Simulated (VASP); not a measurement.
# Rb3Ag (Pm-3m) in VASP: further runs

The runs below take Rb3Ag through single point, relaxation of cell and atoms, with pbe exchange, lyp correlation.

Program: VASP 6.6.1. These are calculated values, not measurements. Logs are shortened: lines on timing, memory, paths and dates and some standing lists are left out, and cuts for length are marked.

### Step 1. The cell of the first run

Symmetry: Pm-3m, No. 221, cubic system. Conventional cell: a = 6.211 Å, b = 6.211 Å, c = 6.211 Å, α = 90.00°, β = 90.00°, γ = 90.00°. Rb (site symmetry 4/mmm) has 8 Rb at 4.39 Å and 4 Ag at 4.39 Å within 5.8 Å. Ag (site symmetry m-3m) has 12 Rb at 4.39 Å within 5.8 Å.

### Step 2. Single point, pbe exchange, lyp correlation

Input file INCAR:

```
SYSTEM = Rb3Ag
PREC = Accurate ; ENCUT = 500
EDIFF = 1E-6 ; ISMEAR = 0
SIGMA = 0.05 ; LREAL = .FALSE.
LASPH = .TRUE. ; NELM = 120
ALGO = Normal ; ISIF = 2
LWAVE = .FALSE. ; LCHARG = .FALSE.
GGA = LIBXC ; LIBXC1 = GGA_X_PBE
LIBXC2 = GGA_C_LYP ; NBANDS = 27
GGA_COMPAT = .FALSE.
```

Input file KPOINTS:

```
regular mesh
0
G
  4 4 4
  0 0 0
```

Input file POSCAR:

```
Rb3Ag
1.0
    6.2105835633      0.0000000000      0.0000000000
    0.0000000000      6.2105835633      0.0000000000
    0.0000000000      0.0000000000      6.2105835633
Rb Ag
3 1
Direct
    0.0000000000      0.5000000000      0.5000000000
    0.5000000000      0.0000000000      0.5000000000
    0.5000000000      0.5000000000      0.0000000000
    0.0000000000      0.0000000000      0.0000000000
```

Potentials or basis: VASP PAW PBE potentials, release 64 (Rb_sv, Ag).

The run is started by

```sh
> cat potpaw_PBE.64/Rb_sv/POTCAR potpaw_PBE.64/Ag/POTCAR > POTCAR
> mpirun -np 1 vasp_std > vasp.out
```

OUTCAR:

```text
SYSTEM = Rb3Ag
   PREC = Accurate
   ENCUT = 500
   EDIFF = 1E-6
   ISMEAR = 0
   LREAL = .FALSE.
   LASPH = .TRUE.
   NELM = 120
   ISIF = 2
   GGA = LIBXC

 ion  position               nearest neighbor table
   1  0.000  0.500  0.500-   2 4.39   3 4.39   4 4.39   3 4.39   4 4.39   2 4.39   4 4.39   4 4.39
                             2 4.39   3 4.39   3 4.39   2 4.39
   2  0.500  0.000  0.500-   1 4.39   3 4.39   4 4.39   3 4.39   4 4.39   1 4.39   3 4.39   3 4.39
                             1 4.39   4 4.39   4 4.39   1 4.39
   3  0.500  0.500  0.000-   1 4.39   2 4.39   4 4.39   1 4.39   2 4.39   2 4.39   4 4.39   2 4.39
                             1 4.39   4 4.39   1 4.39   4 4.39
   4  0.000  0.000  0.000-   1 4.39   2 4.39   3 4.39   1 4.39   2 4.39   1 4.39   3 4.39   1 4.39
                             2 4.39   3 4.39   2 4.39   3 4.39

  LATTYP: Found a simple cubic cell.
 ALAT       =     6.2105835633

  Lattice vectors:

 A1 = (   6.2105835633,   0.0000000000,   0.0000000000)
 A2 = (   0.0000000000,   6.2105835633,   0.0000000000)
 A3 = (   0.0000000000,   0.0000000000,   6.2105835633)

Analysis of symmetry for initial positions (statically):
=====================================================================
 Subroutine PRICEL returns:
 Original cell was already a primitive cell.

 Routine SETGRP: Setting up the symmetry group for a
 simple cubic supercell.

 Subroutine GETGRP returns: Found 48 space group operations
 (whereof 48 operations were pure point group operations)
 out of a pool of 48 trial point group operations.

The static configuration has the point symmetry O_h .

Analysis of symmetry for dynamics (positions and initial velocities):
=====================================================================
 Subroutine PRICEL returns:
 Original cell was already a primitive cell.

 Routine SETGRP: Setting up the symmetry group for a
 simple cubic supercell.

 Subroutine GETGRP returns: Found 48 space group operations
 (whereof 48 operations were pure point group operations)
 out of a pool of 48 trial point group operations.

The dynamic configuration has the point symmetry O_h .

 Subroutine INISYM returns: Found 48 space group operations
 (whereof 48 operations are pure point group operations),
 and found     1 'primitive' translations

----------------------------------------------------------------------------------------

                                     Primitive cell

  volume of cell :     239.5506

  direct lattice vectors                    reciprocal lattice vectors
     6.210583563  0.000000000  0.000000000     0.161015465  0.000000000  0.000000000
     0.000000000  6.210583563  0.000000000     0.000000000  0.161015465  0.000000000
     0.000000000  0.000000000  6.210583563     0.000000000  0.000000000  0.161015465

  length of vectors
     6.210583563  6.210583563  6.210583563     0.161015465  0.161015465  0.161015465

  position of ions in fractional coordinates (direct lattice)
     0.000000000  0.500000000  0.500000000
     0.500000000  0.000000000  0.500000000
     0.500000000  0.500000000  0.000000000
     0.000000000  0.000000000  0.000000000

  ion indices of the primitive-cell ions
   primitive index   ion index
                 1           1
                 2           2
                 3           3
                 4           4

----------------------------------------------------------------------------------------

 KPOINTS: regular mesh

Automatic generation of k-mesh.
 Grid dimensions read from file:
 generate k-points for:    4    4    4

 Generating k-lattice:

  Cartesian coordinates                     Fractional coordinates (reciprocal lattice)
     0.040253866  0.000000000  0.000000000     0.250000000  0.000000000  0.000000000
     0.000000000  0.040253866  0.000000000     0.000000000  0.250000000  0.000000000
     0.000000000  0.000000000  0.040253866     0.000000000  0.000000000  0.250000000

  Length of vectors
     0.040253866  0.040253866  0.040253866

  Shift w.r.t. Gamma in fractional coordinates (k-lattice)
     0.000000000  0.000000000  0.000000000

 Subroutine IBZKPT returns following result:
 ===========================================

 Found     10 irreducible k-points:

 Following reciprocal coordinates:
            Coordinates               Weight
  0.000000  0.000000  0.000000      1.000000
  0.250000  0.000000  0.000000      6.000000
  0.500000  0.000000  0.000000      3.000000
  0.250000  0.250000  0.000000     12.000000
  0.500000  0.250000  0.000000     12.000000
  0.500000  0.500000  0.000000      3.000000
  0.250000  0.250000  0.250000      8.000000
  0.500000  0.250000  0.250000     12.000000
  0.500000  0.500000  0.250000      6.000000
  0.500000  0.500000  0.500000      1.000000
   k-points           NKPTS =     10   k-points in BZ     NKDIM =     10   number of bands    NBANDS=     27
   number of dos      NEDOS =    301   number of ions     NIONS =      4
[... 39 lines left out ...]
  Thomas-Fermi vector in A             =   2.007347
   LORBIT       =      0    0 simple, 1 ext, 2 COOP (PROOUT), +10 PAW based schemes
   GGA     = LIBXC    functional components
   LHFCALC =     F    Hartree Fock is set to
   AEXX    =    0.0000 exact exchange contribution
   IVDW    =     0    specifies the selected vdW correction
   LEPSILON=     F    determine dielectric tensor
   LRPA    =     F    only Hartree local field effects (RPA)
 non-spin polarized calculation
 Gauss-broadening in eV      SIGMA  =   0.05
  energy-cutoff  :      500.00
  volume of cell :      239.55
 maximum number of plane-waves:      6106
 NGX is ok and might be reduce to    48
   NGX = 23   NGY = 23   NGZ = 23

 number of electron      38.0000002 magnetization

 Free energy of the ion-electron system (eV)
  ---------------------------------------------------
  ext. energy  EPLUGINS =         0.00000000
  ---------------------------------------------------
  free energy    TOTEN  =        -4.26344551 eV

  energy without entropy =       -4.25823604  energy(sigma->0) =       -4.26084077

 E-fermi :   1.4254     XC(G=0):  -6.0709

 val. band max:        1.1799645366   @ k =   0.5000   0.5000   0.0000
 cond. band min:       1.4427454685   @ k =   0.5000   0.5000   0.2500
 fundamental gap:      0.2627809320
 Fermi energy:         1.4254001930

 k-point     1 :       0.0000    0.0000    0.0000
  band No.  band energies     occupation
      1     -27.6912      2.00000
      2     -27.6655      2.00000
      3     -27.6655      2.00000
      4     -11.8943      2.00000
      5     -11.8943      2.00000
      6     -11.8943      2.00000
[... 19 lines left out ...]
     26       3.6348      0.00000
     27       3.6348      0.00000

 k-point     2 :       0.2500    0.0000    0.0000
  band No.  band energies     occupation
      1     -27.6879      2.00000
      2     -27.6688      2.00000
      3     -27.6655      2.00000
      4     -11.8758      2.00000
      5     -11.8758      2.00000
      6     -11.8641      2.00000
[... 19 lines left out ...]
     26       3.8523      0.00000
     27       4.0008      0.00000

 k-point     3 :       0.5000    0.0000    0.0000
  band No.  band energies     occupation
      1     -27.6826      2.00000
      2     -27.6741      2.00000
      3     -27.6655      2.00000
      4     -11.8515      2.00000
      5     -11.8515      2.00000
      6     -11.7890      2.00000
[... 19 lines left out ...]
     26       4.0107      0.00000
     27       4.0107      0.00000

 k-point     4 :       0.2500    0.2500    0.0000
  band No.  band energies     occupation
      1     -27.6850      2.00000
      2     -27.6698      2.00000
      3     -27.6674      2.00000
      4     -11.8907      2.00000
      5     -11.8561      2.00000
      6     -11.8173      2.00000
[... 19 lines left out ...]
     26       4.2035      0.00000
     27       4.2247      0.00000
[... 96 lines left out ...]
      4     -11.9295      2.00000
      5     -11.8356      2.00000
      6     -11.8238      2.00000
[... 19 lines left out ...]
     26       4.5538      0.00000
     27       4.6116      0.00000

 k-point     9 :       0.5000    0.5000    0.2500
  band No.  band energies     occupation
      1     -27.6740      2.00000
      2     -27.6740      2.00000
      3     -27.6740      2.00000
      4     -11.9567      2.00000
      5     -11.8598      2.00000
      6     -11.8290      2.00000
[... 19 lines left out ...]
     26       4.8718      0.00000
     27       4.8718      0.00000

 k-point    10 :       0.5000    0.5000    0.5000
  band No.  band energies     occupation
      1     -27.6740      2.00000
      2     -27.6740      2.00000
      3     -27.6740      2.00000
      4     -11.9959      2.00000
      5     -11.8591      2.00000
      6     -11.8591      2.00000
[... 19 lines left out ...]
     26       5.1002      0.00000
     27       5.1002      0.00000

------------------------ aborting loop because EDIFF is reached ----------------------------------------

  FORCE on cell =-STRESS in cart. coord.  units (eV):
  Direction    XX          YY          ZZ          XY          YZ          ZX
  --------------------------------------------------------------------------------------
  -------------------------------------------------------------------------------------
  Total        0.0144536      0.0144536      0.0144536      0.0000000      0.0000000      0.0000000
  in kB        0.0966696      0.0966696      0.0966696      0.0000000      0.0000000      0.0000000
  external PRESSURE =       0.0966696 kB  Pullay stress =       0.0000000 kB

 VOLUME and BASIS-vectors are now :
 -----------------------------------------------------------------------------
  energy-cutoff  :      500.00
  volume of cell :      239.55
      direct lattice vectors                 reciprocal lattice vectors
     6.210583563  0.000000000  0.000000000     0.161015465  0.000000000  0.000000000
     0.000000000  6.210583563  0.000000000     0.000000000  0.161015465  0.000000000
     0.000000000  0.000000000  6.210583563     0.000000000  0.000000000  0.161015465

 POSITION                                       TOTAL-FORCE (eV/Angst)
 -----------------------------------------------------------------------------------
      0.00000      3.10529      3.10529         0.000000      0.000000      0.000000
      3.10529      0.00000      3.10529         0.000000      0.000000      0.000000
      3.10529      3.10529      0.00000         0.000000      0.000000      0.000000
      0.00000      0.00000      0.00000         0.000000      0.000000      0.000000
 -----------------------------------------------------------------------------------
    total drift:                                0.000000     -0.000000     -0.000000

  FREE ENERGIE OF THE ION-ELECTRON SYSTEM (eV)
  ---------------------------------------------------
  free  energy   TOTEN  =        -4.2634455088 eV

  energy  without entropy=       -4.2582360353  energy(sigma->0) =       -4.26084077
```

Wall time 56 s (1 thread of AMD EPYC 7R13 (Zen 3), shared host); peak memory 0.31 GiB.

Results:

| Item | Value |
| --- | --- |
| Free energy | -4.2634 eV |
| Pressure | 0.0 GPa |
| Band gap on the k mesh | zero (bands 19 and 20 overlap by 0.81 eV) |

Levels at points of the mesh, in eV from the Fermi level:
| k point | band 16 | band 17 | band 18 | band 19 | band 20 | band 21 | band 22 | band 23 |
| --- | --- | --- | --- | --- | --- | --- | --- | --- |
| (0.00, 0.00, 0.00) | -3.90 | -3.90 | -2.94 | -0.48 | 1.47 | 1.47 | 1.76 | 1.76 |
| (0.50, 0.00, 0.00) | -3.89 | -3.89 | -2.19 | -1.26 | 0.87 | 1.40 | 1.40 | 2.02 |
| (0.50, 0.50, 0.00) | -3.89 | -3.87 | -1.83 | -0.25 | -0.25 | 0.05 | 1.40 | 2.22 |
| (0.50, 0.50, 0.50) | -3.88 | -3.88 | -1.84 | 0.56 | 0.56 | 0.56 | 0.93 | 0.93 |

Caveat: the PAW data sets were made with another functional, which shifts forces and pressure a little.

### Step 3. Relaxation of cell and atoms, pbe exchange, lyp correlation

This run uses another cell than the first one, of 57.76 Å³/atom.

Input file INCAR:

```
SYSTEM = Rb3Ag
ALGO = Normal ; EDIFF = 1E-7
EDIFFG = -0.001 ; ENCUT = 500
GGA = LIBXC ; GGA_COMPAT = .FALSE.
IBRION = 2 ; ISIF = 3
ISMEAR = 0 ; LASPH = .TRUE.
LCHARG = .FALSE. ; LIBXC1 = GGA_X_PBE
LIBXC2 = GGA_C_LYP ; LREAL = .FALSE.
LWAVE = .FALSE. ; NELM = 120
NELMIN = 4 ; NSW = 100
PREC = Accurate ; SIGMA = 0.05
```

Input file KPOINTS:

```
k-points
0
G
  4 4 4
  0 0 0
```

Input file POSCAR:

```
Rb3Ag
1.0
    6.1361480000      0.0000000000      0.0000000000
    0.0000000000      6.1361480000      0.0000000000
    0.0000000000      0.0000000000      6.1361480000
Rb Ag
3 1
Direct
    0.0000000000      0.5000000000      0.5000000000
    0.5000000000      0.0000000000      0.5000000000
    0.5000000000      0.5000000000      0.0000000000
    0.0000000000      0.0000000000      0.0000000000
```

Potentials or basis: VASP PAW PBE potentials, release 64 (Rb_sv, Ag).

The run is started by

```sh
> cat potpaw_PBE.64/Rb_sv/POTCAR potpaw_PBE.64/Ag/POTCAR > POTCAR
> mpirun -np 1 vasp_std > vasp.out
```

It took 2.6 min on 1 thread of AMD EPYC 7R13 (Zen 3), shared host; peak memory 0.32 GiB.

It converged, with:

| Quantity | Value |
| --- | --- |
| Free energy | -4.2632 eV |
| Relaxed volume | 60.05 Å³/atom |
| Relaxed cell | a = 6.216 Å, b = 6.216 Å, c = 6.216 Å, α = 90.00°, β = 90.00°, γ = 90.00° |
| Space group after relaxing (to 0.1 Å) | Pm-3m (No. 221) |
| Energy gained by relaxing | 1.2 meV/atom |
| Ionic steps | 4 |
| Pressure after relaxing | 0.0 GPa |
| Band gap on the k mesh | zero (bands 19 and 20 overlap by 0.81 eV) |

The path:
```
step  energy change (eV)  largest force (eV/Å)  pressure (GPa)  volume (Å³)
   1              0.0000                0.0000            0.17       231.04
   2             -0.0020                0.0000            0.13       233.15
   3             -0.0048                0.0000            0.01       239.57
   4             -0.0048                0.0000            0.00       240.19
```

Final structure:
```yaml
crystal:
  lattice:
    - [6.21610, 0.00000, 0.00000]
    - [0.00000, 6.21610, 0.00000]
    - [0.00000, 0.00000, 6.21610]
  atoms:
    - { symbol: Rb, position: [0.00000, 0.50000, 0.50000] }
    - { symbol: Rb, position: [0.50000, 0.00000, 0.50000] }
    - { symbol: Rb, position: [0.50000, 0.50000, 0.00000] }
    - { symbol: Ag, position: [0.00000, 0.00000, 0.00000] }
```

Levels at points of the mesh, in eV from the Fermi level:
```
           k point  band 17  band 18  band 19  band 20  band 21  band 22
(0.00, 0.00, 0.00)    -3.89    -2.94    -0.48     1.47     1.47     1.76
(0.50, 0.00, 0.00)    -3.88    -2.19    -1.26     0.88     1.40     1.40
(0.50, 0.50, 0.00)    -3.87    -1.83    -0.24    -0.24     0.05     1.40
(0.50, 0.50, 0.50)    -3.87    -1.83     0.56     0.56     0.56     0.93
```

Caveat: the PAW data sets were made with another functional, which shifts forces and pressure a little.

### Step 4. Relaxation of cell and atoms, pbe exchange, lyp correlation, target pressure 10 GPa, at which the enthalpy is minimised

This run uses another cell than the first one, of 57.76 Å³/atom.

Input file INCAR:

```
PREC = Accurate ; ENCUT = 500
EDIFF = 1E-7 ; ISMEAR = 0
SIGMA = 0.05 ; LREAL = F
LASPH = T ; NELM = 120
ALGO = Normal ; ISIF = 3
LWAVE = F ; LCHARG = F
GGA = LIBXC ; LIBXC1 = GGA_X_PBE
LIBXC2 = GGA_C_LYP ; IBRION = 2
NSW = 100 ; EDIFFG = -0.001
PSTRESS = 100.0 ; GGA_COMPAT = F
NELMIN = 4
```

Input file KPOINTS:

```
regular mesh
0
Gamma
  4 4 4
```

POSCAR is that of step 3.

The run is started by

```sh
> cat potpaw_PBE.64/Rb_sv/POTCAR potpaw_PBE.64/Ag/POTCAR > POTCAR
> mpirun -np 1 vasp_std > vasp.out
```

Wall time 4.6 min (1 thread of AMD EPYC 7R13 (Zen 3), shared host); peak memory 0.33 GiB.

The run converged. Its results:

```
Free energy                                                : -2.2119 eV
Relaxed volume                                             : 31.92 Å³/atom
Relaxed cell                                               : a = 5.035 Å, b = 5.035 Å, c = 5.035 Å, α = 90.00°, β = 90.00°, γ = 90.00°
Space group after relaxing (to 0.1 Å)                      : Pm-3m (No. 221)
Energy change on relaxing (the run minimises the enthalpy) : +511.6 meV/atom
Ionic steps                                                : 6
Pressure after relaxing                                    : 10.0 GPa
Band gap on the k mesh                                     : zero (bands 19 and 20 overlap by 1.00 eV)
```

Step by step:
```
step  energy change (eV)  largest force (eV/Å)  pressure (GPa)  volume (Å³)
   1              0.0000                0.0000            0.17       231.04
   2              1.8092                0.0000            8.92       131.69
   3              2.0223                0.0000            9.89       128.05
   4              2.1274                0.0000           10.37       126.39
   5              2.0414                0.0000            9.98       127.74
   6              2.0464                0.0000           10.00       127.66
```

Final structure:
```
CELL_PARAMETERS angstrom
5.03525 0.00000 0.00000
0.00000 5.03525 0.00000
0.00000 0.00000 5.03525
ATOMIC_POSITIONS crystal
Rb 0.00000 0.50000 0.50000
Rb 0.50000 0.00000 0.50000
Rb 0.50000 0.50000 0.00000
Ag 0.00000 0.00000 0.00000
```

Levels at points of the mesh, in eV from the Fermi level:
```csv
k point,band 16,band 17,band 18,band 19,band 20,band 21,band 22,band 23
"(0.00, 0.00, 0.00)",-5.14,-5.14,-4.36,-1.44,1.26,1.26,1.71,1.71
"(0.50, 0.00, 0.00)",-5.04,-5.04,-2.90,-1.49,0.07,1.16,1.16,2.00
"(0.50, 0.50, 0.00)",-5.04,-5.00,-2.50,-0.27,-0.27,0.61,1.18,2.27
"(0.50, 0.50, 0.50)",-5.03,-5.03,-3.21,0.73,0.73,0.73,1.51,1.51
```

Caveat: the cell is relaxed towards a set pressure, so the run minimises the enthalpy, not the energy; the volume moved by over 15 % at a fixed basis, so the end points are rough; the PAW data sets were made with another functional, which shifts forces and pressure a little.

### Step 5. The runs side by side

| task | cell | gap on the mesh (eV) | pressure (GPa) |
| --- | --- | --- | --- |
| single point | a = 6.211 Å, 4 atoms | none | 0.0 |
| relaxation of cell and atoms | relaxed from a = 6.136 Å, 4 atoms | none | 0.0 |
| relaxation of cell and atoms | relaxed to 10 GPa from a = 6.136 Å, 4 atoms | none | 10.0 |

Alike in all rows: level pbe exchange, lyp correlation; potentials or basis VASP PAW PBE potentials, release 64 (Rb_sv, Ag); no spin polarisation; k mesh 4 × 4 × 4; cutoff (eV) 500; smearing gaussian 0.05 eV.

Caveats: the PAW data sets were made with another functional, which shifts forces and pressure a little; the cell is relaxed towards a set pressure, so the run minimises the enthalpy, not the energy (at least some runs); the volume moved by over 15 % at a fixed basis, so the end points are rough (at least some runs).

Total energies depend on the potentials used, so only differences within one code and one set of settings carry meaning.
